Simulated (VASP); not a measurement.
# Ba (Immm) in VASP: further runs

Ba is run at these levels: PBE; tasks: single point.

Program: VASP 6.6.1. These are calculated values, not measurements. Logs are shortened: lines on timing, memory, paths and dates and some standing lists are left out, and cuts for length are marked.

**1. The cell of the first run**

It takes space group Immm (No. 71, orthorhombic). The conventional cell has a = 4.625 Å, b = 5.000 Å, c = 5.375 Å, α = 90.00°, β = 90.00°, γ = 90.00°. Ba (site symmetry mmm) has 14 Ba at 4.34 to 5.38 Å within 5.7 Å.

**2. Single point, PBE (strain +0.0750 x Voigt [1, -1, 0, 0, 0, 0])**

Contents of INCAR:

```
SYSTEM = Ba
  PREC = Accurate
  ENCUT = 520
  EDIFF = 1E-7
  ISMEAR = 0
  SIGMA = 0.15
  LREAL = .False.
  LASPH = .True.
  NELM = 60
  ALGO = Fast
  ISIF = 2
  LWAVE = .False.
  LCHARG = .True.
  GGA = PE
  LELF = .True.
  LVHAR = .True.
  NBANDS = 11
```

Contents of KPOINTS:

```
Automatic mesh
0
Gamma
  14 14 14
  0 0 0
```

Contents of POSCAR:

```
Ba
1.0
   -2.6875000000      2.3125000000      2.5000000000
    2.6875000000     -2.3125000000      2.5000000000
    2.6875000000      2.3125000000     -2.5000000000
Ba
1
Direct
    0.0000000000      0.0000000000      0.0000000000
```

Potentials or basis: VASP PAW PBE potentials, release 64 (Ba_sv).

Command:

```console
$ cat potpaw_PBE.64/Ba_sv/POTCAR > POTCAR
$ mpirun -np 1 vasp_std > vasp.out
```

OUTCAR:

```text
SYSTEM = Ba
   PREC = Accurate
   ENCUT = 520
   EDIFF = 1E-7
   ISMEAR = 0
   LREAL = .False.
   LASPH = .True.
   NELM = 60
   ISIF = 2
   GGA = PE

 ion  position               nearest neighbor table
   1  0.000  0.000  0.000-

  LATTYP: Found a body centered orthorhombic cell.
 ALAT       =     4.6250000000
 B/A-ratio  =     1.0810810811
 C/A-ratio  =     1.1621621622

  Lattice vectors:

 A1 = (  -2.6875000000,  -2.3125000000,  -2.5000000000)
 A2 = (  -2.6875000000,   2.3125000000,   2.5000000000)
 A3 = (   2.6875000000,   2.3125000000,  -2.5000000000)

Analysis of symmetry for initial positions (statically):
=====================================================================
 Subroutine PRICEL returns:
 Original cell was already a primitive cell.

 Routine SETGRP: Setting up the symmetry group for a
 body centered orthorhombic supercell.

 Subroutine GETGRP returns: Found  8 space group operations
 (whereof  8 operations were pure point group operations)
 out of a pool of  8 trial point group operations.

The static configuration has the point symmetry D_2h.

Analysis of symmetry for dynamics (positions and initial velocities):
=====================================================================
 Subroutine PRICEL returns:
 Original cell was already a primitive cell.

 Routine SETGRP: Setting up the symmetry group for a
 body centered orthorhombic supercell.

 Subroutine GETGRP returns: Found  8 space group operations
 (whereof  8 operations were pure point group operations)
 out of a pool of  8 trial point group operations.

The dynamic configuration has the point symmetry D_2h.

 Subroutine INISYM returns: Found  8 space group operations
 (whereof  8 operations are pure point group operations),
 and found     1 'primitive' translations

----------------------------------------------------------------------------------------

                                     Primitive cell

  volume of cell :      62.1484

  direct lattice vectors                    reciprocal lattice vectors
    -2.687500000  2.312500000  2.500000000     0.000000000  0.216216216  0.200000000
     2.687500000 -2.312500000  2.500000000     0.186046512  0.000000000  0.200000000
     2.687500000  2.312500000 -2.500000000     0.186046512  0.216216216  0.000000000

  length of vectors
     4.338238410  4.338238410  4.338238410     0.294532599  0.273154360  0.285241576

  position of ions in fractional coordinates (direct lattice)
     0.000000000  0.000000000  0.000000000

  ion indices of the primitive-cell ions
   primitive index   ion index
                 1           1

----------------------------------------------------------------------------------------

 KPOINTS: Automatic mesh

Automatic generation of k-mesh.
 Grid dimensions read from file:
 generate k-points for:   14   14   14

 Generating k-lattice:

  Cartesian coordinates                     Fractional coordinates (reciprocal lattice)
     0.000000000  0.015444015  0.014285714     0.071428571  0.000000000  0.000000000
     0.013289037  0.000000000  0.014285714     0.000000000  0.071428571  0.000000000
     0.013289037  0.015444015  0.000000000     0.000000000  0.000000000  0.071428571

  Length of vectors
     0.021038043  0.019511026  0.020374398

  Shift w.r.t. Gamma in fractional coordinates (k-lattice)
     0.000000000  0.000000000  0.000000000

 Subroutine IBZKPT returns following result:
 ===========================================

 Found    428 irreducible k-points:

 Following reciprocal coordinates:
            Coordinates               Weight
  0.000000  0.000000  0.000000      1.000000
  0.071429 -0.000000  0.000000      4.000000
  0.142857 -0.000000  0.000000      4.000000
  0.214286 -0.000000  0.000000      4.000000
  0.285714  0.000000  0.000000      4.000000
  0.357143  0.000000  0.000000      4.000000
[... 16 lines left out ...]
 -0.000000  0.142857  0.000000      4.000000
  0.071429  0.142857  0.000000      8.000000
 [... further k-points ...]
   k-points           NKPTS =    428   k-points in BZ     NKDIM =    428   number of bands    NBANDS=     11
   number of dos      NEDOS =    301   number of ions     NIONS =      1
   total plane-waves  NPLWV =  32768
   dimension x,y,z NGX =    32 NGY =   32 NGZ =   32
   dimension x,y,z NGXF=    64 NGYF=   64 NGZF=   64
   ions per type =               1
   NGX,Y,Z   is equivalent  to a cutoff of  12.26, 12.26, 12.26 a.u.
   NGXF,Y,Z  is equivalent  to a cutoff of  24.53, 24.53, 24.53 a.u.
 SYSTEM =  Ba
   PREC   = accura    normal or accurate (medium, high low for compatibility)
   ISTART =      0    job   : 0-new  1-cont  2-samecut
   ICHARG =      2    charge: 1-file 2-atom 10-const
   ISPIN  =      1    spin polarized calculation?
   LNONCOLLINEAR =      F non collinear calculations
   LSORBIT =      F    spin-orbit coupling
   LASPH  =      T    aspherical Exc in radial PAW
   ENCUT  =  520.0 eV  38.22 Ry    6.18 a.u.   8.07  8.07  8.07*2*pi/ulx,y,z
   NELM   =     60;   NELMIN=  2; NELMDL= -5     # of ELM steps
   EDIFF  = 0.1E-06   stopping-criterion for ELM
   LREAL  =      F    real-space projection
   EDIFFG = 0.1E-05   stopping-criterion for IOM
   NSW    =      0    number of steps for IOM
   IBRION =     -1    ionic relax: 0-MD 1-quasi-New 2-CG
   NFREE  =      0    steps in history (QN), initial steepest desc. (CG)
   ISIF   =      2    stress and relaxation
   ISYM   =      2    0-nonsym 1-usesym 2-fastsym
   POTIM  = 0.5000    time-step for ionic-motion
   TEBEG  =    0.0;   TEEND  =   0.0 temperature during run
   PSTRESS=    0.0 pullay stress
   NELECT =      10.0000    total number of electrons
   NUPDOWN=      -1.0000    fix difference up-down
   EMIN   =  10.00;   EMAX   =-10.00  energy-range for DOS
   EFERMI =   0.00;   METHOD = LEGACY
   ISMEAR =     0;   SIGMA  =   0.15  broadening in eV -4-tet -1-fermi 0-gaus
   EFERMI_NEDOS =   21; number of points for ismear=-14 and -15
   IALGO  =     68    algorithm
   IMIX   =      4    mixing-type and parameters
     AMIX     =   0.40;   BMIX     =  1.00
     AMIX_MAG =   1.60;   BMIX_MAG =  1.00
  volume/ion in A,a.u.               =      62.15       419.40
  Fermi-wavevector in a.u.,A,eV,Ry     =   0.890427  1.682662 10.787507  0.792859
  Thomas-Fermi vector in A             =   2.012116
   LORBIT       =      0    0 simple, 1 ext, 2 COOP (PROOUT), +10 PAW based schemes
   GGA     = PE    functional components
   LHFCALC =     F    Hartree Fock is set to
   AEXX    =    0.0000 exact exchange contribution
   IVDW    =     0    specifies the selected vdW correction
   LEPSILON=     F    determine dielectric tensor
   LRPA    =     F    only Hartree local field effects (RPA)
 non-spin polarized calculation
 RMM-DIIS sequential band-by-band and
 Gauss-broadening in eV      SIGMA  =   0.15
  energy-cutoff  :      520.00
  volume of cell :       62.15
 maximum number of plane-waves:      1699
   NGX = 17   NGY = 17   NGZ = 17

 number of electron      10.0000000 magnetization

 number of electron       9.9999999 magnetization

 Free energy of the ion-electron system (eV)
  ---------------------------------------------------
  ext. energy  EPLUGINS =         0.00000000
  ---------------------------------------------------
  free energy    TOTEN  =        -1.90321340 eV

  energy without entropy =       -1.88929169  energy(sigma->0) =       -1.89625255

 E-fermi :   1.7086     XC(G=0):  -7.4518

 val. band max:        1.7021963084   @ k =   0.5000  -0.4286   0.2857
 cond. band min:       1.7107326111   @ k =   0.3571  -0.3571   0.3571
 fundamental gap:      0.0085363027
 Fermi energy:         1.7085650926

 k-point     1 :       0.0000    0.0000    0.0000
  band No.  band energies     occupation
      1     -27.1710      2.00000
      2     -12.1161      2.00000
      3     -12.1154      2.00000
      4     -12.1062      2.00000
      5      -1.0644      2.00000
      6       3.1284      0.00000
      7       3.6612      0.00000
      8       4.0397      0.00000
      9       4.3322      0.00000
     10       5.4581      0.00000
     11       8.1830      0.00000

 k-point     2 :       0.0714   -0.0000    0.0000
  band No.  band energies     occupation
      1     -27.1686      2.00000
      2     -12.1370      2.00000
      3     -12.1242      2.00000
      4     -12.1132      2.00000
      5      -0.9585      2.00000
      6       3.1242      0.00000
      7       3.6551      0.00000
      8       3.9515      0.00000
      9       4.3596      0.00000
     10       5.3226      0.00000
     11       8.4143      0.00000

 k-point     3 :       0.1429   -0.0000    0.0000
  band No.  band energies     occupation
      1     -27.1617      2.00000
      2     -12.2068      2.00000
      3     -12.1489      2.00000
      4     -12.1202      2.00000
      5      -0.6562      2.00000
      6       2.9767      0.00000
      7       3.6387      0.00000
      8       3.8277      0.00000
      9       4.4800      0.00000
     10       5.1531      0.00000
     11       9.0481      0.00000

 k-point     4 :       0.2143   -0.0000    0.0000
  band No.  band energies     occupation
      1     -27.1518      2.00000
      2     -12.3054      2.00000
      3     -12.1842      2.00000
      4     -12.1293      2.00000
      5      -0.2078      2.00000
      6       2.6935      0.00000
      7       3.2080      0.00000
      8       4.2679      0.00000
      9       4.6885      0.00000
     10       5.1501      0.00000
     11       9.4115      0.00000
[... 239 lines left out ...]
 k-point    22 :      -0.0714    0.0714   -0.0000
  band No.  band energies     occupation
      1     -27.1687      2.00000
      2     -12.1371      2.00000
      3     -12.1234      2.00000
      4     -12.1121      2.00000
      5      -0.9651      2.00000
      6       3.1537      0.00000
      7       3.5983      0.00000
      8       4.0161      0.00000
      9       4.3188      0.00000
     10       5.3428      0.00000
     11       8.4310      0.00000

 k-point    23 :      -0.0000    0.1429    0.0000
  band No.  band energies     occupation
      1     -27.1631      2.00000
      2     -12.2118      2.00000
      3     -12.1293      2.00000
      4     -12.1130      2.00000
      5      -0.7170      2.00000
      6       3.0254      0.00000
      7       3.5960      0.00000
      8       4.0864      0.00000
      9       4.2420      0.00000
     10       5.2931      0.00000
     11       8.7597      0.00000

 k-point    24 :       0.0714    0.1429    0.0000
  band No.  band energies     occupation
      1     -27.1574      2.00000
      2     -12.2708      2.00000
      3     -12.1453      2.00000
      4     -12.1222      2.00000
      5      -0.4502      2.00000
      6       2.8736      0.00000
      7       3.4607      0.00000
      8       4.0741      0.00000
      9       4.4448      0.00000
     10       5.2796      0.00000
     11       9.0216      0.00000

 [... further k-points ...]

------------------------ aborting loop because EDIFF is reached ----------------------------------------

  FORCE on cell =-STRESS in cart. coord.  units (eV):
  Direction    XX          YY          ZZ          XY          YZ          ZX
  --------------------------------------------------------------------------------------
  -------------------------------------------------------------------------------------
  Total       -0.0032212      0.2783851      0.0278244      0.0000000      0.0000000      0.0000000
  in kB       -0.0830425      7.1767247      0.7173087      0.0000000      0.0000000      0.0000000
  external PRESSURE =       2.6036637 kB  Pullay stress =       0.0000000 kB

 VOLUME and BASIS-vectors are now :
 -----------------------------------------------------------------------------
  energy-cutoff  :      520.00
  volume of cell :       62.15
      direct lattice vectors                 reciprocal lattice vectors
    -2.687500000  2.312500000  2.500000000     0.000000000  0.216216216  0.200000000
     2.687500000 -2.312500000  2.500000000     0.186046512  0.000000000  0.200000000
     2.687500000  2.312500000 -2.500000000     0.186046512  0.216216216  0.000000000

 POSITION                                       TOTAL-FORCE (eV/Angst)
 -----------------------------------------------------------------------------------
      0.00000      0.00000      0.00000        -0.000000      0.000000      0.000000
 -----------------------------------------------------------------------------------
    total drift:                                0.000000      0.000000     -0.000000

  FREE ENERGIE OF THE ION-ELECTRON SYSTEM (eV)
  ---------------------------------------------------
  free  energy   TOTEN  =        -1.9032133984 eV

  energy  without entropy=       -1.8892916932  energy(sigma->0) =       -1.89625255
```

Run time: 2.4 min. Hardware: 1 thread of Intel Xeon Platinum 8488C (Sapphire Rapids), shared host; peak memory 0.4 GiB.

Results:

```yaml
Free_energy: -1.9032 eV
Pressure: 0.3 GPa
Band_gap_on_the_k_mesh: zero (bands 5 and 6 overlap by 0.81 eV)
```

Levels at points of the mesh, in eV from the Fermi level:
| k point | band 1 | band 2 | band 3 | band 4 | band 5 | band 6 | band 7 | band 8 | band 9 | band 10 |
| --- | --- | --- | --- | --- | --- | --- | --- | --- | --- | --- |
| (0.00, 0.00, 0.00) | -28.88 | -13.82 | -13.82 | -13.81 | -2.77 | 1.42 | 1.95 | 2.33 | 2.62 | 3.75 |
| (0.50, 0.00, 0.00) | -28.83 | -14.30 | -14.00 | -13.87 | -0.88 | 0.27 | 1.54 | 3.61 | 4.39 | 5.30 |
| (0.00, 0.50, 0.00) | -28.84 | -14.30 | -13.93 | -13.81 | -0.96 | 1.05 | 1.22 | 2.51 | 3.61 | 5.13 |
| (0.50, 0.50, 0.00) | -28.83 | -14.31 | -13.97 | -13.85 | -0.90 | 0.68 | 1.33 | 2.85 | 4.32 | 5.12 |
| (0.50, 0.50, 0.50) | -28.80 | -14.22 | -14.15 | -14.07 | -0.68 | -0.47 | 3.61 | 4.38 | 4.67 | 4.79 |

Caveat: the cell differs from its parent crystal (strain +0.0750 x Voigt [1, -1, 0, 0, 0, 0]); spin-orbit coupling is left out, which moves the levels of the heavy elements.

**3. Single point, PBE (strain +0.0625 x Voigt [1, -1, 0, 0, 0, 0])**

Contents of INCAR:

```
SYSTEM = Ba
PREC     = Accurate       ! precision mode
ENCUT    = 520            ! plane-wave cutoff, eV
EDIFF    = 1E-7           ! SCF threshold, eV
ISMEAR   = 0              ! smearing method
SIGMA    = 0.15           ! smearing width, eV
LREAL    = .False.        ! projectors in reciprocal space
LASPH    = .True.         ! aspherical terms in the spheres
NELM     = 80             ! most SCF steps
ALGO     = Fast           ! electronic algorithm
ISIF     = 2              ! what is computed and relaxed
LWAVE    = .False.        ! write WAVECAR
LCHARG   = .False.        ! write CHGCAR
GGA      = PE             ! functional
NBANDS   = 11             ! bands
```

KPOINTS is that of step 2.

Contents of POSCAR:

```
Ba
1.0
   -2.6562500000      2.3437500000      2.5000000000
    2.6562500000     -2.3437500000      2.5000000000
    2.6562500000      2.3437500000     -2.5000000000
Ba
1
Direct
    0.0000000000      0.0000000000      0.0000000000
```

Potentials or basis: VASP PAW PBE potentials, release 64 (Ba_sv).

Command:

```console
$ cat potpaw_PBE.64/Ba_sv/POTCAR > POTCAR
$ mpirun -np 1 vasp_std > vasp.out
```

Run time: 2.4 min. Hardware: 1 thread of Intel Xeon Platinum 8488C (Sapphire Rapids), shared host; peak memory 0.4 GiB.

The run converged. Its results:

| Property | Result |
| --- | --- |
| Free energy | -1.9067 eV |
| Pressure | 0.2 GPa |
| Band gap on the k mesh | zero (bands 5 and 6 overlap by 0.85 eV) |

Stress tensor (GPa, compression positive):
```
0.00 0.00 0.00
0.00 0.60 0.00
0.00 0.00 0.10
```

Levels at points of the mesh, in eV from the Fermi level:
```csv
k point,band 1,band 2,band 3,band 4,band 5,band 6,band 7,band 8,band 9,band 10
"(0.00, 0.00, 0.00)",-28.88,-13.82,-13.82,-13.81,-2.77,1.49,1.92,2.24,2.74,3.68
"(0.50, 0.00, 0.00)",-28.83,-14.29,-13.99,-13.85,-0.88,0.34,1.49,3.57,4.27,5.31
"(0.00, 0.50, 0.00)",-28.83,-14.30,-13.94,-13.81,-0.95,1.09,1.12,2.64,3.63,5.16
"(0.50, 0.50, 0.00)",-28.83,-14.30,-13.97,-13.84,-0.90,0.68,1.31,2.93,4.20,5.17
"(0.50, 0.50, 0.50)",-28.80,-14.20,-14.14,-14.08,-0.66,-0.48,3.74,4.39,4.69,4.78
```

Caveat: the cell differs from its parent crystal (strain +0.0625 x Voigt [1, -1, 0, 0, 0, 0]); spin-orbit coupling is left out, which moves the levels of the heavy elements.

**4. Single point, PBE (strain -0.0500 x Voigt [1, -1, 0, 0, 0, 0])**

Contents of INCAR:

```
ALGO     = Fast           # electronic algorithm
EDIFF    = 1E-7           # SCF threshold, eV
ENCUT    = 520            # plane-wave cutoff, eV
GGA      = PE             # functional
ISIF     = 2              # what is computed and relaxed
ISMEAR   = 0              # smearing method
LASPH    = True           # aspherical terms in the spheres
LCHARG   = False          # write CHGCAR
LREAL    = False          # projectors in reciprocal space
LWAVE    = False          # write WAVECAR
NBANDS   = 11             # bands
NELM     = 100            # most SCF steps
PREC     = Accurate       # precision mode
SIGMA    = 0.15           # smearing width, eV
```

Contents of KPOINTS:

```
k-points
0
Gamma
  14 14 14
```

Contents of POSCAR:

```
Ba
1.0
   -2.3750000000      2.6250000000      2.5000000000
    2.3750000000     -2.6250000000      2.5000000000
    2.3750000000      2.6250000000     -2.5000000000
Ba
1
Direct
    0.0000000000      0.0000000000      0.0000000000
```

Command:

```console
$ cat potpaw_PBE.64/Ba_sv/POTCAR > POTCAR
$ mpirun -np 1 vasp_std > vasp.out
```

It took 2.3 min on 1 thread of Intel Xeon Platinum 8488C (Sapphire Rapids), shared host; peak memory 0.4 GiB.

The run converged. Its results:

| Quantity | Value |
| --- | --- |
| Free energy | -1.9094 eV |
| Pressure | 0.2 GPa |
| Band gap on the k mesh | zero (bands 5 and 6 overlap by 0.90 eV) |

Stress tensor (GPa, compression positive):
```
0.49 0.00 0.00
0.00 0.01 0.00
0.00 0.00 0.12
```

Levels at points of the mesh, in eV from the Fermi level:
| k point | band 2 | band 3 | band 4 | band 5 | band 6 | band 7 | band 8 | band 9 |
| --- | --- | --- | --- | --- | --- | --- | --- | --- |
| (0.00, 0.00, 0.00) | -13.82 | -13.82 | -13.81 | -2.76 | 1.56 | 1.89 | 2.16 | 2.85 |
| (0.50, 0.00, 0.00) | -14.29 | -13.94 | -13.81 | -0.93 | 1.03 | 1.12 | 2.76 | 3.66 |
| (0.00, 0.50, 0.00) | -14.29 | -13.99 | -13.84 | -0.88 | 0.40 | 1.45 | 3.53 | 4.15 |
| (0.50, 0.50, 0.00) | -14.29 | -13.96 | -13.83 | -0.90 | 0.69 | 1.30 | 3.01 | 4.09 |
| (0.50, 0.50, 0.50) | -14.19 | -14.14 | -14.09 | -0.63 | -0.49 | 3.87 | 4.39 | 4.69 |

Caveat: the cell differs from its parent crystal (strain -0.0500 x Voigt [1, -1, 0, 0, 0, 0]); spin-orbit coupling is left out, which moves the levels of the heavy elements.

[end of part 1 of 2]
